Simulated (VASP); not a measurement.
# W (Im-3m) in VASP: settings compared

Aim: see how the results for W move with the level of theory and the settings. Levels: SVWN5, LDA, r2SCAN+rVV10. Tasks: single point.

All numbers are computed with VASP 6.6.1; they aren't measurements. Logs are shortened: lines on timing, memory, paths and dates and some standing lists are left out, and cuts for length are marked.

## (1) The cell of the first run

Symmetry: Im-3m, No. 229, cubic system. The conventional cell has a = 3.227 Å, b = 3.227 Å, c = 3.227 Å, α = 90.00°, β = 90.00°, γ = 90.00°. W (site symmetry m-3m) has 14 W at 2.79 to 3.23 Å within 3.7 Å.

## (2) Single point, SVWN5

The input, INCAR:

```
SYSTEM = W
  ALGO = Normal
  EDIFF = 1E-6
  ENCUT = 520
  GGA = VW
  ISIF = 2
  ISMEAR = -1
  LASPH = .TRUE.
  LCHARG = .FALSE.
  LREAL = .FALSE.
  LWAVE = .FALSE.
  NBANDS = 13
  NELM = 60
  PREC = Accurate
  SIGMA = 0.05
```

The input, KPOINTS:

```
k-points
0
G
  12 12 12
  0 0 0
```

The input, POSCAR:

```
W
1.0
   -1.6133792515      1.6133792515      1.6133792515
    1.6133792515     -1.6133792515      1.6133792515
    1.6133792515      1.6133792515     -1.6133792515
W
1
Direct
    0.0000000000      0.0000000000      0.0000000000
```

Potentials or basis: VASP PAW PBE potentials, release 64 (W_sv).

On the command line:

```console
> cat potpaw_PBE.64/W_sv/POTCAR > POTCAR
> mpirun -np 1 vasp_std > vasp.out
```

OUTCAR:

```text
SYSTEM = W
   EDIFF = 1E-6
   ENCUT = 520
   GGA = VW
   ISIF = 2
   ISMEAR = -1
   LASPH = .TRUE.
   LREAL = .FALSE.
   NELM = 60
   PREC = Accurate

 ion  position               nearest neighbor table
   1  0.000  0.000  0.000-

  LATTYP: Found a body centered cubic cell.
 ALAT       =     3.2267585030

  Lattice vectors:

 A1 = (  -1.6133792515,   1.6133792515,   1.6133792515)
 A2 = (   1.6133792515,  -1.6133792515,   1.6133792515)
 A3 = (   1.6133792515,   1.6133792515,  -1.6133792515)

Analysis of symmetry for initial positions (statically):
=====================================================================
 Subroutine PRICEL returns:
 Original cell was already a primitive cell.

 Routine SETGRP: Setting up the symmetry group for a
 body centered cubic supercell.

 Subroutine GETGRP returns: Found 48 space group operations
 (whereof 48 operations were pure point group operations)
 out of a pool of 48 trial point group operations.

The static configuration has the point symmetry O_h .

Analysis of symmetry for dynamics (positions and initial velocities):
=====================================================================
 Subroutine PRICEL returns:
 Original cell was already a primitive cell.

 Routine SETGRP: Setting up the symmetry group for a
 body centered cubic supercell.

 Subroutine GETGRP returns: Found 48 space group operations
 (whereof 48 operations were pure point group operations)
 out of a pool of 48 trial point group operations.

The dynamic configuration has the point symmetry O_h .

 Subroutine INISYM returns: Found 48 space group operations
 (whereof 48 operations are pure point group operations),
 and found     1 'primitive' translations

----------------------------------------------------------------------------------------

                                     Primitive cell

  volume of cell :      16.7985

  direct lattice vectors                    reciprocal lattice vectors
    -1.613379252  1.613379252  1.613379252     0.000000000  0.309908535  0.309908535
     1.613379252 -1.613379252  1.613379252     0.309908535  0.000000000  0.309908535
     1.613379252  1.613379252 -1.613379252     0.309908535  0.309908535  0.000000000

  length of vectors
     2.794454835  2.794454835  2.794454835     0.438276853  0.438276853  0.438276853

  position of ions in fractional coordinates (direct lattice)
     0.000000000  0.000000000  0.000000000

  ion indices of the primitive-cell ions
   primitive index   ion index
                 1           1

----------------------------------------------------------------------------------------

 KPOINTS: k-points

Automatic generation of k-mesh.
 Grid dimensions read from file:
 generate k-points for:   12   12   12

 Generating k-lattice:

  Cartesian coordinates                     Fractional coordinates (reciprocal lattice)
     0.000000000  0.025825711  0.025825711     0.083333333  0.000000000  0.000000000
     0.025825711  0.000000000  0.025825711     0.000000000  0.083333333  0.000000000
     0.025825711  0.025825711  0.000000000     0.000000000  0.000000000  0.083333333

  Length of vectors
     0.036523071  0.036523071  0.036523071

  Shift w.r.t. Gamma in fractional coordinates (k-lattice)
     0.000000000  0.000000000  0.000000000

 Subroutine IBZKPT returns following result:
 ===========================================

 Found     72 irreducible k-points:

 Following reciprocal coordinates:
            Coordinates               Weight
  0.000000  0.000000  0.000000      1.000000
  0.083333  0.000000  0.000000     12.000000
  0.166667  0.000000  0.000000     12.000000
  0.250000  0.000000  0.000000     12.000000
  0.333333  0.000000  0.000000     12.000000
  0.416667  0.000000  0.000000     12.000000
[... 16 lines left out ...]
  0.333333  0.083333  0.083333     24.000000
  0.416667  0.083333  0.083333     12.000000
 [... further k-points ...]
   k-points           NKPTS =     72   k-points in BZ     NKDIM =     72   number of bands    NBANDS=     13
   number of dos      NEDOS =    301   number of ions     NIONS =      1
   total plane-waves  NPLWV =  13824
   dimension x,y,z NGX =    24 NGY =   24 NGZ =   24
   dimension x,y,z NGXF=    48 NGYF=   48 NGZF=   48
   ions per type =               1
   NGX,Y,Z   is equivalent  to a cutoff of  14.28, 14.28, 14.28 a.u.
   NGXF,Y,Z  is equivalent  to a cutoff of  28.56, 28.56, 28.56 a.u.
 SYSTEM =  W
   PREC   = accura    normal or accurate (medium, high low for compatibility)
   ISTART =      0    job   : 0-new  1-cont  2-samecut
   ICHARG =      2    charge: 1-file 2-atom 10-const
   ISPIN  =      1    spin polarized calculation?
   LNONCOLLINEAR =      F non collinear calculations
   LSORBIT =      F    spin-orbit coupling
   LASPH  =      T    aspherical Exc in radial PAW
   ENCUT  =  520.0 eV  38.22 Ry    6.18 a.u.   5.20  5.20  5.20*2*pi/ulx,y,z
   NELM   =     60;   NELMIN=  2; NELMDL= -5     # of ELM steps
   EDIFF  = 0.1E-05   stopping-criterion for ELM
   LREAL  =      F    real-space projection
   EDIFFG = 0.1E-04   stopping-criterion for IOM
   NSW    =      0    number of steps for IOM
   IBRION =     -1    ionic relax: 0-MD 1-quasi-New 2-CG
   NFREE  =      0    steps in history (QN), initial steepest desc. (CG)
   ISIF   =      2    stress and relaxation
   ISYM   =      2    0-nonsym 1-usesym 2-fastsym
   POTIM  = 0.5000    time-step for ionic-motion
   TEBEG  =    0.0;   TEEND  =   0.0 temperature during run
   PSTRESS=    0.0 pullay stress
   NELECT =      14.0000    total number of electrons
   NUPDOWN=      -1.0000    fix difference up-down
   EMIN   =  10.00;   EMAX   =-10.00  energy-range for DOS
   EFERMI =   0.00;   METHOD = LEGACY
   ISMEAR =    -1;   SIGMA  =   0.05  broadening in eV -4-tet -1-fermi 0-gaus
   EFERMI_NEDOS =   21; number of points for ismear=-14 and -15
   IALGO  =     38    algorithm
   IMIX   =      4    mixing-type and parameters
     AMIX     =   0.40;   BMIX     =  1.00
     AMIX_MAG =   1.60;   BMIX_MAG =  1.00
  volume/ion in A,a.u.               =      16.80       113.36
  Fermi-wavevector in a.u.,A,eV,Ry     =   1.540616  2.911342 32.293392  2.373497
  Thomas-Fermi vector in A             =   2.646678
   LORBIT       =      0    0 simple, 1 ext, 2 COOP (PROOUT), +10 PAW based schemes
   GGA     = VW    functional components
   LHFCALC =     F    Hartree Fock is set to
   AEXX    =    0.0000 exact exchange contribution
   IVDW    =     0    specifies the selected vdW correction
   LEPSILON=     F    determine dielectric tensor
   LRPA    =     F    only Hartree local field effects (RPA)
 non-spin polarized calculation
  energy-cutoff  :      520.00
  volume of cell :       16.80
 maximum number of plane-waves:       468
 NGX is ok and might be reduce to    24
   NGX = 11   NGY = 11   NGZ = 11

 number of electron      13.9999999 magnetization

 Free energy of the ion-electron system (eV)
  ---------------------------------------------------
  ext. energy  EPLUGINS =         0.00000000
  ---------------------------------------------------
  free energy    TOTEN  =       -14.04207780 eV

  energy without entropy =      -14.03729422  energy(sigma->0) =      -14.03968601

 E-fermi :  10.1619     XC(G=0): -13.5101

 val. band max:       10.1497947993   @ k =  -0.2500   0.3333   0.1667
 cond. band min:      10.1773604130   @ k =  -0.1667   0.1667   0.0833
 fundamental gap:      0.0275656137
 Fermi energy:        10.1619087942

 k-point     1 :       0.0000    0.0000    0.0000
  band No.  band energies     occupation
      1     -63.9821      2.00000
      2     -27.6074      2.00000
      3     -27.6074      2.00000
      4     -27.6074      2.00000
      5       0.9873      2.00000
      6       9.1019      2.00000
      7       9.1019      2.00000
      8       9.1019      2.00000
      9      12.3113      0.00000
     10      12.3113      0.00000
     11      24.7884      0.00000
     12      24.7884      0.00000
     13      24.7884      0.00000

 k-point     2 :       0.0833    0.0000    0.0000
  band No.  band energies     occupation
      1     -63.9752      2.00000
      2     -27.6837      2.00000
      3     -27.6316      2.00000
      4     -27.6077      2.00000
      5       1.2995      2.00000
      6       8.9203      2.00000
      7       9.0572      2.00000
      8       9.4019      2.00000
      9      12.0465      0.00000
     10      12.3169      0.00000
     11      25.0348      0.00000
     12      25.3187      0.00000
     13      25.4853      0.00000

 k-point     3 :       0.1667    0.0000    0.0000
  band No.  band energies     occupation
      1     -63.9563      2.00000
      2     -27.8883      2.00000
      3     -27.6973      2.00000
      4     -27.6084      2.00000
      5       2.1604      2.00000
      6       8.4614      2.00000
      7       8.8324      2.00000
      8      10.2797      0.17334
      9      11.6867      0.00000
     10      12.3603      0.00000
     11      25.4092      0.00000
     12      26.7614      0.00000
     13      26.8142      0.00000

 k-point     4 :       0.2500    0.0000    0.0000
  band No.  band energies     occupation
      1     -63.9304      2.00000
      2     -28.1591      2.00000
      3     -27.7858      2.00000
      4     -27.6094      2.00000
      5       3.2945      2.00000
      6       7.9041      2.00000
      7       8.5336      2.00000
      8      11.6612      0.00000
      9      11.7405      0.00000
     10      12.4899      0.00000
     11      24.8234      0.00000
     12      26.0880      0.00000
     13      29.0610      0.00000

 k-point     5 :       0.3333    0.0000    0.0000
  band No.  band energies     occupation
      1     -63.9045      2.00000
      2     -28.4206      2.00000
      3     -27.8729      2.00000
      4     -27.6105      2.00000
      5       4.1378      2.00000
      6       7.4077      2.00000
      7       8.8467      2.00000
      8      12.0661      0.00000
      9      12.7150      0.00000
     10      13.3865      0.00000
     11      23.3915      0.00000
     12      23.6303      0.00000
     13      30.3120      0.00000

 k-point     6 :       0.4167    0.0000    0.0000
  band No.  band energies     occupation
      1     -63.8854      2.00000
      2     -28.6066      2.00000
      3     -27.9359      2.00000
      4     -27.6113      2.00000
      5       4.3650      2.00000
      6       7.0745      2.00000
      7      10.0184      1.89270
      8      12.2756      0.00000
      9      12.9591      0.00000
     10      15.0811      0.00000
     11      21.3464      0.00000
     12      22.1818      0.00000
     13      27.5303      0.00000

 k-point     7 :       0.5000    0.0000    0.0000
  band No.  band energies     occupation
      1     -63.8784      2.00000
      2     -28.6736      2.00000
      3     -27.9587      2.00000
      4     -27.6116      2.00000
      5       4.3647      2.00000
      6       6.9581      2.00000
      7      10.8839      0.00000
      8      12.1781      0.00000
      9      13.0707      0.00000
     10      15.8884      0.00000
     11      20.3688      0.00000
     12      21.7222      0.00000
     13      26.3480      0.00000
[... 193 lines left out ...]
 k-point    20 :       0.0833    0.0833    0.0833
  band No.  band energies     occupation
      1     -63.9456      2.00000
      2     -28.0218      2.00000
      3     -27.6627      2.00000
      4     -27.6627      2.00000
      5       2.6953      2.00000
      6       8.2555      2.00000
      7       8.2555      2.00000
      8      11.2242      0.00000
      9      12.0746      0.00000
     10      12.0746      0.00000
     11      25.9697      0.00000
     12      26.7505      0.00000
     13      26.7505      0.00000

 k-point    21 :       0.1667    0.0833    0.0833
  band No.  band energies     occupation
      1     -63.9227      2.00000
      2     -28.2378      2.00000
      3     -27.7604      2.00000
      4     -27.6693      2.00000
      5       3.8292      2.00000
      6       7.7098      2.00000
      7       7.8906      2.00000
      8      12.0034      0.00000
      9      12.4529      0.00000
     10      12.8196      0.00000
     11      25.4963      0.00000
     12      25.9698      0.00000
     13      27.5275      0.00000

 k-point    22 :       0.2500    0.0833    0.0833
  band No.  band energies     occupation
      1     -63.8997      2.00000
      2     -28.4282      2.00000
      3     -27.8778      2.00000
      4     -27.6759      2.00000
      5       4.7577      2.00000
      6       7.2781      2.00000
      7       8.0947      2.00000
      8      12.2018      0.00000
      9      12.7696      0.00000
     10      14.6640      0.00000
     11      23.1387      0.00000
     12      23.9537      0.00000
     13      27.1468      0.00000

 k-point    23 :       0.3333    0.0833    0.0833
  band No.  band energies     occupation
      1     -63.8828      2.00000
      2     -28.5572      2.00000
      3     -27.9705      2.00000
      4     -27.6809      2.00000
      5       4.9955      2.00000
      6       7.0066      2.00000
      7       9.2005      2.00000
      8      12.3968      0.00000
      9      13.0100      0.00000
     10      16.3688      0.00000
     11      20.4800      0.00000
     12      22.7771      0.00000
     13      26.0191      0.00000

 k-point    24 :       0.4167    0.0833    0.0833
  band No.  band energies     occupation
      1     -63.8767      2.00000
      2     -28.6027      2.00000
      3     -28.0054      2.00000
      4     -27.6827      2.00000
      5       4.9841      2.00000
      6       6.9142      2.00000
      7       9.9705      1.95740
      8      12.4066      0.00000
      9      13.1060      0.00000
     10      17.1412      0.00000
     11      19.3440      0.00000
     12      22.3438      0.00000
     13      25.4738      0.00000

 [... further k-points ...]
[... 5 lines left out ...]
  --------------------------------------------------------------------------------------
  -------------------------------------------------------------------------------------
  Total       -2.4928847     -2.4928847     -2.4928847      0.0000000      0.0000000      0.0000000
  in kB     -237.7625158   -237.7625158   -237.7625158      0.0000000      0.0000000      0.0000000
  external PRESSURE =    -237.7625158 kB  Pullay stress =       0.0000000 kB

 VOLUME and BASIS-vectors are now :
 -----------------------------------------------------------------------------
  energy-cutoff  :      520.00
  volume of cell :       16.80
      direct lattice vectors                 reciprocal lattice vectors
    -1.613379252  1.613379252  1.613379252     0.000000000  0.309908535  0.309908535
     1.613379252 -1.613379252  1.613379252     0.309908535  0.000000000  0.309908535
     1.613379252  1.613379252 -1.613379252     0.309908535  0.309908535  0.000000000

 POSITION                                       TOTAL-FORCE (eV/Angst)
 -----------------------------------------------------------------------------------
      0.00000      0.00000      0.00000         0.000000      0.000000      0.000000
 -----------------------------------------------------------------------------------
    total drift:                               -0.000000      0.000000      0.000000

  FREE ENERGIE OF THE ION-ELECTRON SYSTEM (eV)
  ---------------------------------------------------
  free  energy   TOTEN  =       -14.0420777952 eV

  energy  without entropy=      -14.0372942157  energy(sigma->0) =      -14.03968601
```

Wall time 9.2 s (1 thread of Intel Xeon 6975P-C, shared host); peak memory 0.14 GiB.

What came out:

```
Free energy            : -14.0421 eV
Pressure               : -23.8 GPa
Band gap on the k mesh : zero (band 7 reaches 15.00 eV, above the bottom of band 8 at 9.10 eV)
```

Caveat: the PAW data sets were made with another functional, which shifts forces and pressure a little; spin-orbit coupling is left out, which moves the levels of the heavy elements.

## (3) Single point, LDA

The input, INCAR:

```
PREC = Accurate
ENCUT = 520
EDIFF = 1E-6
ISMEAR = -1
SIGMA = 0.05
LREAL = False
LASPH = True
NELM = 80
ALGO = Normal
ISIF = 2
LWAVE = False
LCHARG = False
GGA = CA
NBANDS = 13
```

The input, KPOINTS:

```
Automatic mesh
0
Gamma
  12 12 12
```

POSCAR is that of step 2.

Potentials or basis: VASP PAW LDA potentials, release 64 (W_sv).

On the command line:

```console
> cat potpaw_LDA.64/W_sv/POTCAR > POTCAR
> mpirun -np 1 vasp_std > vasp.out
```

Run time: 10 s. Hardware: 1 thread of Intel Xeon 6975P-C, shared host; peak memory 0.14 GiB.

It converged, with:

| Quantity | Value |
| --- | --- |
| Free energy | -14.0087 eV |
| Pressure | -22.7 GPa |
| Band gap on the k mesh | zero (band 7 reaches 15.22 eV, above the bottom of band 8 at 9.32 eV) |

Levels at points of the mesh, in eV from the Fermi level:
```
           k point  band 4  band 5  band 6  band 7  band 8  band 9  band 10  band 11
(0.00, 0.00, 0.00)  -37.62   -9.13   -1.07   -1.07   -1.07    2.14     2.14    14.54
(0.50, 0.00, 0.00)  -37.62   -5.79   -3.22    0.75    2.01    2.90     5.72    10.26
(0.50, 0.50, 0.50)  -38.38   -5.30   -5.30    4.83    4.83    4.83     8.00     8.00
```

Caveat: spin-orbit coupling is left out, which moves the levels of the heavy elements.

## (4) Single point, r2SCAN+rVV10

This run uses another cell than the first one, of 14.90 Å³/atom, 0.887 times its volume.

The input, POSCAR:

```
W
1.0
   -1.5500431812      1.5500431812      1.5500431812
    1.5500431812     -1.5500431812      1.5500431812
    1.5500431812      1.5500431812     -1.5500431812
W
1
Direct
    0.0000000000      0.0000000000      0.0000000000
```

The input, INCAR.step1:

```
PREC = Accurate ; ENCUT = 520
ISMEAR = -1 ; SIGMA = 0.05
LREAL = False ; LASPH = True
NELM = 100 ; NBANDS = 13
GGA = PE ; ALGO = Normal
EDIFF = 1E-4 ; LWAVE = True
LCHARG = False
```

The input, INCAR.step2:

```
PREC = Accurate ; ENCUT = 520
EDIFF = 1E-6 ; ISMEAR = -1
SIGMA = 0.05 ; LREAL = False
LASPH = True ; NELM = 100
ALGO = Normal ; ISIF = 2
LWAVE = False ; LCHARG = False
METAGGA = R2SCAN ; LMIXTAU = True
LUSE_VDW = True ; IVDW_NL = 2
BPARAM = 11.95 ; CPARAM = 0.0093
NBANDS = 13 ; ISTART = 1
```

KPOINTS is that of step 3.

Potentials or basis: VASP PAW PBE potentials, release 64 (W_sv).

On the command line:

```console
> cat potpaw_PBE.64/W_sv/POTCAR > POTCAR
> cp INCAR.step1 INCAR
> mpirun -np 1 vasp_std > vasp.out
> cp INCAR.step2 INCAR
> mpirun -np 1 vasp_std > vasp.out
```

Run time: 52 s. Hardware: 1 thread of Intel Xeon 6975P-C, shared host; peak memory 0.19 GiB.

It converged, with:

```
Free energy            : -51.0715 eV
Pressure               : 24.1 GPa
Band gap on the k mesh : zero (band 7 reaches 18.03 eV, above the bottom of band 8 at 10.81 eV)
```

Levels at points of the mesh, in eV from the Fermi level:
| k point | band 3 | band 4 | band 5 | band 6 | band 7 | band 8 | band 9 | band 10 | band 11 | band 12 |
| --- | --- | --- | --- | --- | --- | --- | --- | --- | --- | --- |
| (0.00, 0.00, 0.00) | -38.68 | -38.68 | -10.40 | -1.30 | -1.30 | -1.30 | 2.79 | 2.79 | 15.46 | 15.46 |
| (0.50, 0.00, 0.00) | -39.22 | -38.70 | -6.92 | -3.99 | 0.86 | 2.68 | 3.81 | 7.03 | 12.30 | 12.84 |
| (0.50, 0.50, 0.50) | -39.84 | -39.84 | -6.49 | -6.49 | 5.91 | 5.91 | 5.91 | 9.17 | 9.17 | 9.17 |

Caveat: the PAW data sets were made with another functional, which shifts forces and pressure a little; spin-orbit coupling is left out, which moves the levels of the heavy elements.

(Part 1 of 2 ends here.)
